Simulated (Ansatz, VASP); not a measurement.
**One calculation of CdS, two programs**

```
Cd S
1.0
     2.93927    2.93927    0.00000
    -2.93927    2.93927    0.00000
     0.00000    2.93927    2.93927
Cd S
1 1
Cartesian
  0.0000 0.0000 0.0000
  1.4696 4.4089 1.4696
```

Change from the starting cell: unstrained.

Alike in both runs: task single point; functional r2SCAN; k mesh 8 × 8 × 8; no spin polarisation.

|  | VASP | Ansatz |
| --- | --- | --- |
| version | VASP 6.6.1 | Ansatz 0.2.0 |
| potentials or method | VASP PAW PBE potentials, release 64 (Cd, S) | PAW with Ansatz's default frozen-core files, scalar-relativistic |
| plane-wave cutoff (eV) | 520 | 500 |
| occupations | gaussian, width 0.01 eV | fixed |
| valence electrons in the cell | 18 | 26 |

```csv
,VASP,Ansatz,Ansatz less VASP
gap on the k mesh at the Fermi level (eV),1.54,1.54,+0.004
pressure (GPa),0.3,0.0,-0.30
```

VASP's potentials were made for PBE, not for r2SCAN. VASP's potentials hold 18 valence electrons a cell and Ansatz's 26, so a difference there can come from the potentials and not from the codes.
